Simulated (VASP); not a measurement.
# CaC4O4 (I4_1/amd) in VASP: single point with PBEsol

Aim: the single point of CaC4O4 with PBEsol.

Program: VASP 6.6.1. These are calculated values, not measurements. Logs are shortened: lines on timing, memory, paths and dates and some standing lists are left out, and cuts for length are marked.

**1. The cell of the first run**

It takes space group I4_1/amd (No. 141, tetragonal). Conventional cell: a = 6.889 Å, b = 6.889 Å, c = 10.215 Å, α = 90.00°, β = 90.00°, γ = 90.00°. Within 3.1 Å of Ca (site symmetry -4m2) lie 8 O at 2.34 to 2.69 Å and 2 C at 3.06 Å. Within 1.6 Å of C (site symmetry 2mm) lie 2 C at 1.22 to 1.44 Å. Within 1.7 Å of C (site symmetry 2mm) lie 2 O at 1.26 Å and 1 C at 1.44 Å. O (site symmetry m) has 1 C at 1.26 Å within 1.7 Å.

**2. Single point, PBEsol**

File INCAR:

```
SYSTEM = CaC4O4
  ALGO = Normal
  EDIFF = 1E-6
  ENCUT = 520
  GGA = PS
  ISIF = 2
  ISMEAR = 0
  LASPH = .TRUE.
  LCHARG = .FALSE.
  LREAL = Auto
  LWAVE = .FALSE.
  NBANDS = 65
  NELM = 100
  PREC = Accurate
  SIGMA = 0.02
```

File KPOINTS:

```
k-points
0
G
  6 6 6
  0 0 0
```

File POSCAR:

```
CaC4O4
1.0
   -3.4444391499      3.4444391499      5.1074074640
    3.4444391499     -3.4444391499      5.1074074640
    3.4444391499      3.4444391499     -5.1074074640
Ca C O
2 8 8
Direct
    0.5000000000      0.5000000000      0.0000000000
    0.2500000000      0.7500000000      0.5000000000
    0.0595272596      0.0595272596      0.0000000000
    0.8095272596      0.3095272596      0.5000000000
    0.6904727404      0.1904727404      0.5000000000
    0.9404727404      0.9404727404      0.0000000000
    0.2003417014      0.2003417014      0.0000000000
    0.9503417014      0.4503417014      0.5000000000
    0.5496582986      0.0496582986      0.5000000000
    0.7996582986      0.7996582986      0.0000000000
    0.2594688596      0.4201480045      0.1606791449
    0.1701480045      0.5094688596      0.6606791449
    0.8487897147      0.5094688596      0.3393208551
    0.2594688596      0.0987897147      0.8393208551
    0.4905311404      0.8298519955      0.3393208551
    0.5798519955      0.7405311404      0.8393208551
    0.9012102853      0.7405311404      0.1606791449
    0.4905311404      0.1512102853      0.6606791449
```

Potentials or basis: VASP PAW PBE potentials, release 64 (Ca_sv, C, O).

Started as:

```
$ cat potpaw_PBE.64/Ca_sv/POTCAR potpaw_PBE.64/C/POTCAR potpaw_PBE.64/O/POTCAR > POTCAR
$ mpirun -np 1 vasp_std > vasp.out
```

OUTCAR:

```text
SYSTEM = CaC4O4
   EDIFF = 1E-6
   ENCUT = 520
   GGA = PS
   ISIF = 2
   ISMEAR = 0
   LASPH = .TRUE.
   LREAL = Auto
   NELM = 100
   PREC = Accurate

 ion  position               nearest neighbor table
   1  0.500  0.500  0.000-  12 2.34  13 2.34  15 2.34  18 2.34
   2  0.250  0.750  0.500-  11 2.34  14 2.34  16 2.34  17 2.34
   3  0.060  0.060  0.000-   6 1.22   7 1.44
   4  0.810  0.310  0.500-   5 1.22   8 1.44
   5  0.690  0.190  0.500-   4 1.22   9 1.44
   6  0.940  0.940  0.000-   3 1.22  10 1.44
   7  0.200  0.200  0.000-  14 1.26  11 1.26   3 1.44
   8  0.950  0.450  0.500-  13 1.26  12 1.26   4 1.44
   9  0.550  0.050  0.500-  18 1.26  15 1.26   5 1.44
  10  0.800  0.800  0.000-  17 1.26  16 1.26   6 1.44
  11  0.259  0.420  0.161-   7 1.26   2 2.34
  12  0.170  0.509  0.661-   8 1.26   1 2.34
  13  0.849  0.509  0.339-   8 1.26   1 2.34
  14  0.259  0.099  0.839-   7 1.26   2 2.34
  15  0.491  0.830  0.339-   9 1.26   1 2.34
  16  0.580  0.741  0.839-  10 1.26   2 2.34
  17  0.901  0.741  0.161-  10 1.26   2 2.34
  18  0.491  0.151  0.661-   9 1.26   1 2.34

  LATTYP: Found a body centered tetragonal cell.
 ALAT       =     6.8888782998
 C/A-ratio  =     1.4827979946

  Lattice vectors:

 A1 = (  -3.4444391499,   3.4444391499,   5.1074074640)
 A2 = (   3.4444391499,  -3.4444391499,   5.1074074640)
 A3 = (   3.4444391499,   3.4444391499,  -5.1074074640)

Analysis of symmetry for initial positions (statically):
=====================================================================
 Subroutine PRICEL returns:
 Original cell was already a primitive cell.

 Routine SETGRP: Setting up the symmetry group for a
 body centered tetragonal supercell.

 Subroutine GETGRP returns: Found 16 space group operations
 (whereof  8 operations were pure point group operations)
 out of a pool of 16 trial point group operations.

The static configuration has the point symmetry D_2d.
 The point group associated with its full space group is D_4h.

Analysis of symmetry for dynamics (positions and initial velocities):
=====================================================================
 Subroutine PRICEL returns:
 Original cell was already a primitive cell.

 Routine SETGRP: Setting up the symmetry group for a
 body centered tetragonal supercell.

 Subroutine GETGRP returns: Found 16 space group operations
 (whereof  8 operations were pure point group operations)
 out of a pool of 16 trial point group operations.

The dynamic configuration has the point symmetry D_2d.
 The point group associated with its full space group is D_4h.

 Subroutine INISYM returns: Found 16 space group operations
 (whereof  8 operations are pure point group operations),
 and found     1 'primitive' translations

----------------------------------------------------------------------------------------

                                     Primitive cell

  volume of cell :     242.3804

  direct lattice vectors                    reciprocal lattice vectors
    -3.444439150  3.444439150  5.107407464     0.000000000  0.145161513  0.097897026
     3.444439150 -3.444439150  5.107407464     0.145161513  0.000000000  0.097897026
     3.444439150  3.444439150 -5.107407464     0.145161513  0.145161513  0.000000000

  length of vectors
     7.057898633  7.057898633  7.057898633     0.175087671  0.175087671  0.205289381

  position of ions in fractional coordinates (direct lattice)
     0.500000000  0.500000000  0.000000000
     0.250000000  0.750000000  0.500000000
     0.059527260  0.059527260  0.000000000
     0.809527260  0.309527260  0.500000000
     0.690472740  0.190472740  0.500000000
     0.940472740  0.940472740  0.000000000
[... 10 lines left out ...]
     0.901210285  0.740531140  0.160679145
     0.490531140  0.151210285  0.660679145

  ion indices of the primitive-cell ions
   primitive index   ion index
                 1           1
                 2           2
                 3           3
                 4           4
                 5           5
                 6           6
[... 10 lines left out ...]
                17          17
                18          18

----------------------------------------------------------------------------------------

 KPOINTS: k-points

Automatic generation of k-mesh.
 Grid dimensions read from file:
 generate k-points for:    6    6    6

 Generating k-lattice:

  Cartesian coordinates                     Fractional coordinates (reciprocal lattice)
     0.000000000  0.024193586  0.016316171     0.166666667  0.000000000 -0.000000000
     0.024193586  0.000000000  0.016316171     0.000000000  0.166666667 -0.000000000
     0.024193586  0.024193586  0.000000000     0.000000000  0.000000000  0.166666667

  Length of vectors
     0.029181279  0.029181279  0.034214897

  Shift w.r.t. Gamma in fractional coordinates (k-lattice)
     0.000000000  0.000000000  0.000000000

 Subroutine IBZKPT returns following result:
 ===========================================

 Found     30 irreducible k-points:

 Following reciprocal coordinates:
            Coordinates               Weight
  0.000000  0.000000  0.000000      1.000000
  0.166667 -0.000000  0.000000      8.000000
  0.333333 -0.000000  0.000000      8.000000
  0.500000  0.000000  0.000000      4.000000
  0.166667  0.166667  0.000000      8.000000
  0.333333  0.166667  0.000000     16.000000
[... 16 lines left out ...]
 -0.333333 -0.333333  0.166667      8.000000
 -0.166667 -0.333333  0.166667      8.000000
 [... further k-points ...]
   k-points           NKPTS =     30   k-points in BZ     NKDIM =     30   number of bands    NBANDS=     65
   number of dos      NEDOS =    301   number of ions     NIONS =     18
   total plane-waves  NPLWV = 157464
   dimension x,y,z NGX =    54 NGY =   54 NGZ =   54
   dimension x,y,z NGXF=   108 NGYF=  108 NGZF=  108
   ions per type =               2   8   8
   NGX,Y,Z   is equivalent  to a cutoff of  12.72, 12.72, 12.72 a.u.
   NGXF,Y,Z  is equivalent  to a cutoff of  25.44, 25.44, 25.44 a.u.
 SYSTEM =  CaC4O4
   PREC   = accura    normal or accurate (medium, high low for compatibility)
   ISTART =      0    job   : 0-new  1-cont  2-samecut
   ICHARG =      2    charge: 1-file 2-atom 10-const
   ISPIN  =      1    spin polarized calculation?
   LNONCOLLINEAR =      F non collinear calculations
   LSORBIT =      F    spin-orbit coupling
   LASPH  =      T    aspherical Exc in radial PAW
   ENCUT  =  520.0 eV  38.22 Ry    6.18 a.u.  13.12 13.12 13.12*2*pi/ulx,y,z
   NELM   =    100;   NELMIN=  2; NELMDL= -5     # of ELM steps
   EDIFF  = 0.1E-05   stopping-criterion for ELM
   LREAL  =      T    real-space projection
   EDIFFG = 0.1E-04   stopping-criterion for IOM
   NSW    =      0    number of steps for IOM
   IBRION =     -1    ionic relax: 0-MD 1-quasi-New 2-CG
   NFREE  =      0    steps in history (QN), initial steepest desc. (CG)
   ISIF   =      2    stress and relaxation
   ISYM   =      2    0-nonsym 1-usesym 2-fastsym
   POTIM  = 0.5000    time-step for ionic-motion
   TEBEG  =    0.0;   TEEND  =   0.0 temperature during run
   PSTRESS=    0.0 pullay stress
   NELECT =     100.0000    total number of electrons
   NUPDOWN=      -1.0000    fix difference up-down
   EMIN   =  10.00;   EMAX   =-10.00  energy-range for DOS
   EFERMI =   0.00;   METHOD = LEGACY
   ISMEAR =     0;   SIGMA  =   0.02  broadening in eV -4-tet -1-fermi 0-gaus
   EFERMI_NEDOS =   21; number of points for ismear=-14 and -15
   IALGO  =     38    algorithm
   IMIX   =      4    mixing-type and parameters
     AMIX     =   0.40;   BMIX     =  1.00
     AMIX_MAG =   1.60;   BMIX_MAG =  1.00
  volume/ion in A,a.u.               =      13.47        90.87
  Fermi-wavevector in a.u.,A,eV,Ry     =   1.218734  2.303074 20.208910  1.485313
  Thomas-Fermi vector in A             =   2.354010
   LORBIT       =      0    0 simple, 1 ext, 2 COOP (PROOUT), +10 PAW based schemes
   GGA     = PS    functional components
   LHFCALC =     F    Hartree Fock is set to
   AEXX    =    0.0000 exact exchange contribution
   IVDW    =     0    specifies the selected vdW correction
   LEPSILON=     F    determine dielectric tensor
   LRPA    =     F    only Hartree local field effects (RPA)
 non-spin polarized calculation
 Gauss-broadening in eV      SIGMA  =   0.02
  energy-cutoff  :      520.00
  volume of cell :      242.38
 maximum number of plane-waves:      6555
 NGX is ok and might be reduce to    54
   NGX = 27   NGY = 27   NGZ = 27

 number of electron     100.0000000 magnetization

 number of electron      99.9999994 magnetization

 Free energy of the ion-electron system (eV)
  ---------------------------------------------------
  ext. energy  EPLUGINS =         0.00000000
  ---------------------------------------------------
  free energy    TOTEN  =      -143.66691439 eV

  energy without entropy =     -143.66691439  energy(sigma->0) =     -143.66691439

 E-fermi :  -0.4417     XC(G=0):  -8.9120

 val. band max:       -0.6218665187   @ k =  -0.1667   0.1667   0.1667
 cond. band min:       3.1254901989   @ k =   0.5000   0.5000   0.5000
 fundamental gap:      3.7473567176
 Fermi energy:        -0.4417311259

 k-point     1 :       0.0000    0.0000    0.0000
  band No.  band energies     occupation
      1     -38.1026      2.00000
      2     -38.0972      2.00000
      3     -21.4250      2.00000
      4     -21.3998      2.00000
      5     -21.3566      2.00000
      6     -21.2974      2.00000
[... 54 lines left out ...]
     61       7.2705      0.00000
     62       7.5565      0.00000

 k-point     2 :       0.1667   -0.0000    0.0000
  band No.  band energies     occupation
      1     -38.1023      2.00000
      2     -38.0975      2.00000
      3     -21.4315      2.00000
      4     -21.4072      2.00000
      5     -21.3675      2.00000
      6     -21.3085      2.00000
[... 54 lines left out ...]
     61       7.2745      0.00000
     62       7.5068      0.00000

 k-point     3 :       0.3333   -0.0000    0.0000
  band No.  band energies     occupation
      1     -38.1016      2.00000
      2     -38.0981      2.00000
      3     -21.4507      2.00000
      4     -21.4220      2.00000
      5     -21.3883      2.00000
      6     -21.3210      2.00000
[... 1354 lines left out ...]
     61       7.2537      0.00000
     62       7.3813      0.00000

 k-point    24 :      -0.1667   -0.3333    0.1667
  band No.  band energies     occupation
      1     -38.1016      2.00000
      2     -38.0981      2.00000
      3     -21.4332      2.00000
      4     -21.4109      2.00000
      5     -21.3549      2.00000
      6     -21.3150      2.00000
[... 54 lines left out ...]
     61       7.2894      0.00000
     62       7.3214      0.00000

 [... further k-points ...]

 [bands above 62 left out]

------------------------ aborting loop because EDIFF is reached ----------------------------------------

  FORCE on cell =-STRESS in cart. coord.  units (eV):
  Direction    XX          YY          ZZ          XY          YZ          ZX
  --------------------------------------------------------------------------------------
  -------------------------------------------------------------------------------------
  Total        1.3612562      1.3612562      1.0549046      0.0000000     -0.0000000      0.0000000
  in kB        8.9981433      8.9981433      6.9731057      0.0000000     -0.0000000      0.0000000
  external PRESSURE =       8.3231308 kB  Pullay stress =       0.0000000 kB

 VOLUME and BASIS-vectors are now :
 -----------------------------------------------------------------------------
  energy-cutoff  :      520.00
  volume of cell :      242.38
      direct lattice vectors                 reciprocal lattice vectors
    -3.444439150  3.444439150  5.107407464     0.000000000  0.145161513  0.097897026
     3.444439150 -3.444439150  5.107407464     0.145161513  0.000000000  0.097897026
     3.444439150  3.444439150 -5.107407464     0.145161513  0.145161513  0.000000000

 POSITION                                       TOTAL-FORCE (eV/Angst)
 -----------------------------------------------------------------------------------
      0.00000      0.00000      5.10741         0.000000      0.000000     -0.000000
      3.44444     -0.00000      2.55370         0.000000      0.000000     -0.000000
      0.00000      0.00000      0.60806         0.000000      0.000000      0.104680
     -0.00000      3.44444      3.16176         0.000000      0.000000      0.104680
      0.00000      3.44444      1.94564         0.000000      0.000000     -0.104680
      0.00000      0.00000      9.60675         0.000000      0.000000     -0.104680
[... 10 lines left out ...]
      0.00000      1.10690      7.56439        -0.000000      0.297175     -0.151522
      1.10690      3.44444     -0.09672         0.297175     -0.000000     -0.151522
 -----------------------------------------------------------------------------------
    total drift:                                0.000000     -0.000000     -0.000000

  FREE ENERGIE OF THE ION-ELECTRON SYSTEM (eV)
  ---------------------------------------------------
  free  energy   TOTEN  =      -143.6669143908 eV

  energy  without entropy=     -143.6669143908  energy(sigma->0) =     -143.66691439
```

Run time: 26 min. Hardware: 1 thread of Oxide Virtual Turin-like, shared host; peak memory 0.54 GiB.

Results:

```yaml
Free_energy: -143.6669 eV
Pressure: 0.8 GPa
Largest_force: 0.334 eV/Å
Band_gap_on_the_k_mesh: 3.75 eV, indirect (least direct gap 3.81 eV)
```

Forces on the atoms (eV/Å):
```
Ca   0.000  0.000  0.000
Ca   0.000  0.000  0.000
C    0.000  0.000  0.105
C    0.000  0.000  0.105
C    0.000  0.000 -0.105
C    0.000  0.000 -0.105
C    0.000  0.000 -0.332
C    0.000  0.000 -0.332
C    0.000  0.000  0.332
C    0.000  0.000  0.332
O    0.297  0.000  0.152
O    0.000  0.297  0.152
O    0.000 -0.297  0.152
O   -0.297  0.000  0.152
O   -0.297  0.000 -0.152
O    0.000 -0.297 -0.152
O    0.000  0.297 -0.152
O    0.297  0.000 -0.152
```

Stress tensor (GPa, compression positive):
```
0.90 0.00 0.00
0.00 0.90 0.00
0.00 0.00 0.70
```

Levels at points of the mesh, in eV from the valence-band top:
| k point | band 47 | band 48 | band 49 | band 50 | band 51 | band 52 | band 53 | band 54 |
| --- | --- | --- | --- | --- | --- | --- | --- | --- |
| (0.00, 0.00, 0.00) | -0.25 | -0.25 | -0.01 | -0.01 | 4.09 | 4.09 | 4.58 | 4.58 |
| (0.50, 0.00, 0.00) | -0.27 | -0.25 | -0.18 | -0.09 | 3.90 | 4.12 | 4.31 | 4.50 |
| (0.50, 0.50, 0.00) | -0.30 | -0.30 | -0.23 | -0.23 | 4.04 | 4.04 | 4.34 | 4.34 |
| (0.50, 0.50, 0.50) | -0.39 | -0.39 | -0.06 | -0.06 | 3.75 | 3.75 | 4.79 | 4.79 |

Caveat: the PAW data sets were made with another functional, which shifts forces and pressure a little. A hybrid or GW would open this gap; PBEsol tends to underestimate it.
